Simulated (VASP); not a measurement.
# I (Fmmm) in VASP: notebook, part 2 of 2

VASP 6.6.1. The steps go on from the part before.

**3. Single point, LDA**

The input, INCAR:

```
SYSTEM = I
PREC = Accurate ; ENCUT = 520
EDIFF = 1E-6 ; ISMEAR = -1
SIGMA = 0.05 ; LREAL = .False.
LASPH = .True. ; NELM = 60
ALGO = Normal ; ISIF = 2
LWAVE = .False. ; LCHARG = .False.
GGA = CA ; NBANDS = 10
```

The input, KPOINTS:

```
regular mesh
0
Gamma
  10 10 10
  0 0 0
```

The input, POSCAR:

```
I
1.0
    0.0000000000      2.3656004428      3.9098401324
    2.1922454667      0.0000000000      3.9098401324
    2.1922454667      2.3656004428      0.0000000000
I
1
Direct
    0.0000000000      0.0000000000      0.0000000000
```

Potentials or basis: VASP PAW LDA potentials, release 64 (I).

Command:

```
> cat potpaw_LDA.64/I/POTCAR > POTCAR
> mpirun -np 1 vasp_std > vasp.out
```

OUTCAR:

```text
SYSTEM = I
   PREC = Accurate
   ENCUT = 520
   EDIFF = 1E-6
   ISMEAR = -1
   LREAL = .False.
   LASPH = .True.
   NELM = 60
   ISIF = 2
   GGA = CA

 ion  position               nearest neighbor table
   1  0.000  0.000  0.000-

  LATTYP: Found a face centered orthorhombic cell.
 ALAT       =     4.3844909334
 B/A-ratio  =     1.0790764441
 C/A-ratio  =     1.7834864717

  Lattice vectors:

 A1 = (   0.0000000000,   2.3656004428,   3.9098401324)
 A2 = (   2.1922454667,   0.0000000000,   3.9098401324)
 A3 = (   2.1922454667,   2.3656004428,   0.0000000000)

Analysis of symmetry for initial positions (statically):
=====================================================================
 Subroutine PRICEL returns:
 Original cell was already a primitive cell.

 Routine SETGRP: Setting up the symmetry group for a
 face centered orthorhombic supercell.

 Subroutine GETGRP returns: Found  8 space group operations
 (whereof  8 operations were pure point group operations)
 out of a pool of  8 trial point group operations.

The static configuration has the point symmetry D_2h.

Analysis of symmetry for dynamics (positions and initial velocities):
=====================================================================
 Subroutine PRICEL returns:
 Original cell was already a primitive cell.

 Routine SETGRP: Setting up the symmetry group for a
 face centered orthorhombic supercell.

 Subroutine GETGRP returns: Found  8 space group operations
 (whereof  8 operations were pure point group operations)
 out of a pool of  8 trial point group operations.

The dynamic configuration has the point symmetry D_2h.

 Subroutine INISYM returns: Found  8 space group operations
 (whereof  8 operations are pure point group operations),
 and found     1 'primitive' translations

----------------------------------------------------------------------------------------

                                     Primitive cell

  volume of cell :      40.5527

  direct lattice vectors                    reciprocal lattice vectors
     0.000000000  2.365600443  3.909840132    -0.228076649  0.211362828  0.127882467
     2.192245467  0.000000000  3.909840132     0.228076649 -0.211362828  0.127882467
     2.192245467  2.365600443  0.000000000     0.228076649  0.211362828 -0.127882467

  length of vectors
     4.569782852  4.482498193  3.225214046     0.336224818  0.336224818  0.336224818

  position of ions in fractional coordinates (direct lattice)
     0.000000000  0.000000000  0.000000000

  ion indices of the primitive-cell ions
   primitive index   ion index
                 1           1

----------------------------------------------------------------------------------------

 KPOINTS: regular mesh

Automatic generation of k-mesh.
 Grid dimensions read from file:
 generate k-points for:   10   10   10

 Generating k-lattice:

  Cartesian coordinates                     Fractional coordinates (reciprocal lattice)
    -0.022807665  0.021136283  0.012788247     0.100000000  0.000000000  0.000000000
     0.022807665 -0.021136283  0.012788247     0.000000000  0.100000000  0.000000000
     0.022807665  0.021136283 -0.012788247     0.000000000  0.000000000  0.100000000

  Length of vectors
     0.033622482  0.033622482  0.033622482

  Shift w.r.t. Gamma in fractional coordinates (k-lattice)
     0.000000000  0.000000000  0.000000000

 Subroutine IBZKPT returns following result:
 ===========================================

 Found    171 irreducible k-points:

 Following reciprocal coordinates:
            Coordinates               Weight
  0.000000  0.000000  0.000000      1.000000
  0.100000  0.000000  0.000000      8.000000
  0.200000  0.000000  0.000000      8.000000
  0.300000  0.000000  0.000000      8.000000
  0.400000  0.000000  0.000000      8.000000
  0.500000  0.000000  0.000000      4.000000
[... 16 lines left out ...]
  0.300000  0.300000  0.000000      2.000000
  0.400000  0.300000 -0.000000      8.000000
 [... further k-points ...]
   k-points           NKPTS =    171   k-points in BZ     NKDIM =    171   number of bands    NBANDS=     10
   number of dos      NEDOS =    301   number of ions     NIONS =      1
   total plane-waves  NPLWV =  31104
   dimension x,y,z NGX =    36 NGY =   36 NGZ =   24
   dimension x,y,z NGXF=    72 NGYF=   72 NGZF=   48
   ions per type =               1
   NGX,Y,Z   is equivalent  to a cutoff of  13.10, 13.35, 12.37 a.u.
   NGXF,Y,Z  is equivalent  to a cutoff of  26.19, 26.70, 24.74 a.u.
 SYSTEM =  I
   PREC   = accura    normal or accurate (medium, high low for compatibility)
   ISTART =      0    job   : 0-new  1-cont  2-samecut
   ICHARG =      2    charge: 1-file 2-atom 10-const
   ISPIN  =      1    spin polarized calculation?
   LNONCOLLINEAR =      F non collinear calculations
   LSORBIT =      F    spin-orbit coupling
   LASPH  =      T    aspherical Exc in radial PAW
   ENCUT  =  520.0 eV  38.22 Ry    6.18 a.u.   8.50  8.33  6.00*2*pi/ulx,y,z
   NELM   =     60;   NELMIN=  2; NELMDL= -5     # of ELM steps
   EDIFF  = 0.1E-05   stopping-criterion for ELM
   LREAL  =      F    real-space projection
   EDIFFG = 0.1E-04   stopping-criterion for IOM
   NSW    =      0    number of steps for IOM
   IBRION =     -1    ionic relax: 0-MD 1-quasi-New 2-CG
   NFREE  =      0    steps in history (QN), initial steepest desc. (CG)
   ISIF   =      2    stress and relaxation
   ISYM   =      2    0-nonsym 1-usesym 2-fastsym
   POTIM  = 0.5000    time-step for ionic-motion
   TEBEG  =    0.0;   TEEND  =   0.0 temperature during run
   PSTRESS=    0.0 pullay stress
   NELECT =       7.0000    total number of electrons
   NUPDOWN=      -1.0000    fix difference up-down
   EMIN   =  10.00;   EMAX   =-10.00  energy-range for DOS
   EFERMI =   0.00;   METHOD = LEGACY
   ISMEAR =    -1;   SIGMA  =   0.05  broadening in eV -4-tet -1-fermi 0-gaus
   EFERMI_NEDOS =   21; number of points for ismear=-14 and -15
   IALGO  =     38    algorithm
   IMIX   =      4    mixing-type and parameters
     AMIX     =   0.40;   BMIX     =  1.00
     AMIX_MAG =   1.60;   BMIX_MAG =  1.00
  volume/ion in A,a.u.               =      40.55       273.66
  Fermi-wavevector in a.u.,A,eV,Ry     =   0.911523  1.722529 11.304731  0.830874
  Thomas-Fermi vector in A             =   2.035812
   LORBIT       =      0    0 simple, 1 ext, 2 COOP (PROOUT), +10 PAW based schemes
   GGA     = CA    functional components
   LHFCALC =     F    Hartree Fock is set to
   AEXX    =    0.0000 exact exchange contribution
   IVDW    =     0    specifies the selected vdW correction
   LEPSILON=     F    determine dielectric tensor
   LRPA    =     F    only Hartree local field effects (RPA)
 non-spin polarized calculation
  energy-cutoff  :      520.00
  volume of cell :       40.55
 maximum number of plane-waves:      1112
 NGX is ok and might be reduce to    36
   NGX = 17   NGY = 17   NGZ = 11

 number of electron       7.0000000 magnetization

 Free energy of the ion-electron system (eV)
  ---------------------------------------------------
  ext. energy  EPLUGINS =         0.00000000
  ---------------------------------------------------
  free energy    TOTEN  =        -1.93082856 eV

  energy without entropy =       -1.92523664  energy(sigma->0) =       -1.92803260

 E-fermi :   3.3219     XC(G=0):  -8.6027

 val. band max:        3.2943036748   @ k =   0.3000   0.5000   0.1000
 cond. band min:       3.3237134174   @ k =   0.2000   0.3000   0.1000
 fundamental gap:      0.0294097426
 Fermi energy:         3.3218757095

 k-point     1 :       0.0000    0.0000    0.0000
  band No.  band energies     occupation
      1     -10.5934      2.00000
      2       1.4128      2.00000
      3       4.0873      0.00000
      4       4.3383      0.00000
      5       7.5804      0.00000
      6      10.8390      0.00000
      7      11.4397      0.00000
      8      15.3894      0.00000
      9      15.5324      0.00000
     10      15.6856      0.00000

 k-point     2 :       0.1000    0.0000    0.0000
  band No.  band energies     occupation
      1     -10.4868      2.00000
      2       1.4061      2.00000
      3       3.2742      1.44334
      4       4.2914      0.00000
      5       7.8958      0.00000
      6      11.1572      0.00000
      7      12.2956      0.00000
      8      13.3735      0.00000
      9      15.6511      0.00000
     10      16.2069      0.00000
[... 274 lines left out ...]
 k-point    24 :       0.4000    0.3000   -0.0000
  band No.  band energies     occupation
      1     -10.2986      2.00000
      2      -0.3228      2.00000
      3       3.1025      1.97542
      4       4.1293      0.00000
      5      10.6138      0.00000
      6      11.6093      0.00000
      7      11.9127      0.00000
      8      15.9005      0.00000
      9      17.5100      0.00000
     10      18.3025      0.00000

 [... further k-points ...]
[... 5 lines left out ...]
  --------------------------------------------------------------------------------------
  -------------------------------------------------------------------------------------
  Total       -0.6714642     -0.7629637     -0.2909307      0.0000000      0.0000000      0.0000000
  in kB      -26.5285702    -30.1435842    -11.4942465      0.0000000      0.0000000      0.0000000
  external PRESSURE =     -22.7221337 kB  Pullay stress =       0.0000000 kB

 VOLUME and BASIS-vectors are now :
 -----------------------------------------------------------------------------
  energy-cutoff  :      520.00
  volume of cell :       40.55
      direct lattice vectors                 reciprocal lattice vectors
     0.000000000  2.365600443  3.909840132    -0.228076649  0.211362828  0.127882467
     2.192245467  0.000000000  3.909840132     0.228076649 -0.211362828  0.127882467
     2.192245467  2.365600443  0.000000000     0.228076649  0.211362828 -0.127882467

 POSITION                                       TOTAL-FORCE (eV/Angst)
 -----------------------------------------------------------------------------------
      0.00000      0.00000      0.00000         0.000000     -0.000000      0.000000
 -----------------------------------------------------------------------------------
    total drift:                                0.000000      0.000000      0.000000

  FREE ENERGIE OF THE ION-ELECTRON SYSTEM (eV)
  ---------------------------------------------------
  free  energy   TOTEN  =        -1.9308285621 eV

  energy  without entropy=       -1.9252366385  energy(sigma->0) =       -1.92803260
```

OSZICAR:

```text
N       E                     dE             d eps       ncg     rms          rms(c)
DAV:   1     0.196553848019E+02    0.19655E+02   -0.23974E+03  3420   0.487E+02
DAV:   2    -0.105147171061E+01   -0.20707E+02   -0.20079E+02  4406   0.819E+01
DAV:   3    -0.195974184343E+01   -0.90827E+00   -0.90201E+00  4174   0.173E+01
DAV:   4    -0.196904895347E+01   -0.93071E-02   -0.93053E-02  4378   0.217E+00
DAV:   5    -0.196918020316E+01   -0.13125E-03   -0.13125E-03  4278   0.237E-01    0.493E+00
DAV:   6    -0.194174076907E+01    0.27439E-01   -0.21022E-02  3808   0.664E-01    0.303E+00
DAV:   7    -0.193103171315E+01    0.10709E-01   -0.40439E-02  3754   0.939E-01    0.188E-01
DAV:   8    -0.193083014579E+01    0.20157E-03   -0.18912E-03  3786   0.262E-01    0.368E-02
DAV:   9    -0.193082870325E+01    0.14425E-05   -0.30727E-05  4220   0.385E-02    0.134E-02
DAV:  10    -0.193082856209E+01    0.14116E-06   -0.13188E-06  3880   0.664E-03
   1 F= -.19308286E+01 E0= -.19280326E+01  d E =-.559192E-02
```

stdout:

```text
POSCAR found type information on POSCAR I
 POSCAR found :  1 types and       1 ions
 scaLAPACK will be used
 LDA part: xc-table for (Slater(with rela. corr.)+CA(PZ))
 , standard interpolation
 POSCAR, INCAR and KPOINTS ok, starting setup
 FFT: planning ... GRIDC
 FFT: planning ... GRID_SOFT
 FFT: planning ... GRID
 WAVECAR not read
 entering main loop
```

Run time: 15 s. Hardware: 1 thread of Intel Xeon 6975P-C (Granite Rapids), shared host; peak memory 0.19 GiB.

Results:

```yaml
Free_energy: -1.9308 eV
Pressure: -2.3 GPa
```

Levels at points of the mesh, in eV from the Fermi level:
```csv
k point,band 2,band 3,band 4,band 5,band 6,band 7
"(0.00, 0.00, 0.00)",-1.91,0.77,1.02,4.26,7.52,8.12
"(0.50, 0.00, 0.00)",-5.24,-1.71,1.68,4.60,9.10,10.38
"(0.50, 0.50, 0.00)",-4.11,0.54,0.81,6.97,7.16,10.43
"(0.50, 0.00, 0.50)",-4.42,-3.47,-0.45,3.84,6.48,9.57
"(0.00, 0.50, 0.50)",-4.10,-3.78,-0.75,3.79,5.60,10.34
```

Caveat: spin-orbit coupling is left out, which moves the levels of the heavy elements; an odd number of electrons without spin polarisation forces a metal; a magnetic or distorted state may lie lower.

**4. Single point, LDA**

The input, INCAR:

```
SYSTEM = I
  PREC = Accurate
  ENCUT = 520
  EDIFF = 1E-7
  ISMEAR = -1
  SIGMA = 0.05
  LREAL = .FALSE.
  LASPH = .TRUE.
  NELM = 60
  ALGO = Normal
  ISIF = 2
  LWAVE = .FALSE.
  LCHARG = .TRUE.
  GGA = CA
  LELF = .TRUE.
  LVHAR = .TRUE.
  NBANDS = 10
```

The input, KPOINTS:

```
Automatic mesh
0
G
  12 12 12
  0 0 0
```

POSCAR is that of step 3.

Command:

```
> cat potpaw_LDA.64/I/POTCAR > POTCAR
> mpirun -np 1 vasp_std > vasp.out
```

It took 29 s on 1 thread of Intel Xeon 6975P-C (Granite Rapids), shared host; peak memory 0.23 GiB.

The run converged. Its results:

- Free energy: -1.9332 eV
- Pressure: -2.1 GPa

Stress tensor (GPa, compression positive):
```
-2.49  0.00  0.00
 0.00 -2.93  0.00
 0.00  0.00 -1.03
```

Levels at points of the mesh, in eV from the Fermi level:
```
           k point  band 1  band 2  band 3  band 4  band 5  band 6  band 7  band 8
(0.00, 0.00, 0.00)  -13.83   -1.83    0.83    1.11    4.34    7.60    8.20   12.14
(0.50, 0.00, 0.00)  -12.38   -5.15   -1.63    1.77    4.68    9.18   10.46   11.95
(0.50, 0.50, 0.00)  -13.58   -4.03    0.61    0.91    7.05    7.24   10.51   14.63
(0.50, 0.00, 0.50)  -11.08   -4.33   -3.40   -0.36    3.92    6.56    9.66   10.32
(0.00, 0.50, 0.50)  -11.04   -4.01   -3.70   -0.66    3.86    5.69   10.42   10.54
```

Caveat: spin-orbit coupling is left out, which moves the levels of the heavy elements; an odd number of electrons without spin polarisation forces a metal; a magnetic or distorted state may lie lower.

**5. Overview**

| k mesh | gap on the mesh (eV) | pressure (GPa) |
| --- | --- | --- |
| 8 × 8 × 8 | none | -2.3 |
| 10 × 10 × 10 | none | -2.3 |
| 12 × 12 × 12 | none | -2.1 |

Alike in all rows: task single point; level LDA; potentials or basis VASP PAW LDA potentials, release 64 (I); no spin polarisation; cell as given; cutoff (eV) 520; smearing fermi-dirac 0.05 eV.

Every run on the cell as given and a fine mesh finds a metal.

Caveats: spin-orbit coupling is left out, which moves the levels of the heavy elements; an odd number of electrons without spin polarisation forces a metal; a magnetic or distorted state may lie lower.

Absolute energies hang on the potentials; compare differences alone.
